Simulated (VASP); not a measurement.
Wanted: the native input for a VASP 6.6.1 run.

```
Task                   : single point
Functional             : PBE
Potentials or basis    : VASP PAW PBE potentials, release 64 (Si, Al)
Cutoff                 : 520 eV
k mesh                 : 2 × 2 × 2
Occupations            : fermi-dirac, width 0.05 eV
Spin                   : collinear spin
Starting moments       : [0.0, 0.0, 0.0, 0.0, 0.0, 0.0, 0.0, 0.0, 0.0, 0.0, 0.0, 0.0, 0.0, 0.0, 0.0, 0.0, 1.0] μB
Dipole correction      : no
Further INCAR settings : LREAL = Auto; ALGO = Normal; EDIFF = 1e-06; NBANDS = 52
```

The structure of AlSi16 (a cell with a defect) lies in POSCAR:

```
AlSi16
1.0
    0.0000000000      5.4300000000      5.4300000000
    5.4300000000      0.0000000000      5.4300000000
    5.4300000000      5.4300000000      0.0000000000
Si Al
16 1
Direct
   -0.0118416206      0.0580478821     -0.0376058932
    0.1440883978      0.1289502762      0.1351933702
    0.0065009208      0.0080662983      0.4893738490
    0.1006998158      0.1939226519      0.6092449355
    0.0348158379      0.5192541436     -0.0027348066
    0.1732780847      0.6694659300      0.1161694291
   -0.0167034991      0.5630386740      0.4949355433
    0.1645948435      0.6346685083      0.6005432781
    0.4830202578     -0.0608103131      0.0284898711
    0.5917127072      0.1173296501      0.1540147330
    0.4658287293      0.0334346225      0.5236372007
    0.6194106814      0.1145119705      0.6692265193
    0.5053683241      0.4806353591     -0.0298434622
    0.6982320442      0.4978821363      0.1419152855
    0.5046132597      0.4763443831      0.5387753223
    0.6170534070      0.6634622468      0.6292633517
    0.7338766114      0.7181491713      0.2410589319
```

One way to write it, as run:

INCAR

```
SYSTEM = AlSi16
  PREC = Accurate
  ENCUT = 520
  EDIFF = 1E-6
  ISMEAR = -1
  SIGMA = 0.05
  LREAL = Auto
  LASPH = .TRUE.
  NELM = 150
  ALGO = Normal
  ISIF = 2
  LWAVE = .FALSE.
  LCHARG = .FALSE.
  ISPIN = 2
  MAGMOM = 0 0 0 0 0 0 0 0 0 0 0 0 0 0 0 0 1
  LORBIT = 11
  GGA = PE
  NBANDS = 52
```

KPOINTS

```
regular mesh
0
G
  2 2 2
  0 0 0
```

Potentials or basis: VASP PAW PBE potentials, release 64 (Si, Al).

Command:

```bash
$ cat potpaw_PBE.64/Si/POTCAR potpaw_PBE.64/Al/POTCAR > POTCAR
$ mpirun -np 1 vasp_std > vasp.out
```

Results of the run:

* Pressure: 4.9 GPa
* Largest force: 2.956 eV/Å
* Net moment: 0.00 μB per cell
* Valence electrons inside the program's atomic spheres: Si 1.64, 1.69, 1.67, 1.71, 1.65, 1.70, 1.72, 1.68 (each value once); Al 0.83

Caveat: the k points lie up to 0.50 Å⁻¹ apart; the atoms stand as in a frame of molecular dynamics.

Wall time 14 min on 1 thread of Oxide Virtual Turin-like Processor, with other jobs on the host, peak memory 0.67 GiB.
